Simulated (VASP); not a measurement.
MoS2:

```
CELL_PARAMETERS angstrom
1.58000 0.91221 6.15000
-1.58000 0.91221 6.15000
0.00000 -1.82443 6.15000
ATOMIC_POSITIONS crystal
Mo 0.00000 0.00000 0.00000
S 0.25000 0.25000 0.25000
S 0.41700 0.41700 0.41700
```

Base run:

* Program: VASP 6.6.1
* Functional: RPBE
* Potentials or basis: VASP PAW PBE potentials, release 64 (Mo_sv, S)
* Cutoff: 520 eV
* k mesh: 12 × 12 × 12
* Occupations: methfessel-paxton, width 0.15 eV
* Spin: no spin polarisation

Its results: band gap on the k mesh 0.96 eV (least direct gap 1.71 eV); pressure 7.8 GPa; largest force 0.568 eV/Å.

**Question.** The run is repeated on the same cell with these changes: functional from RPBE to BLYP. What comes out?

**Answer.** Band gap on the k mesh 0.94 eV (least direct gap 1.71 eV); pressure 12.9 GPa; largest force 0.935 eV/Å.

Caveats: the cell stands under pressure; the PAW data sets were made with another functional, which shifts forces and pressure a little.

A k mesh can miss the band edges.
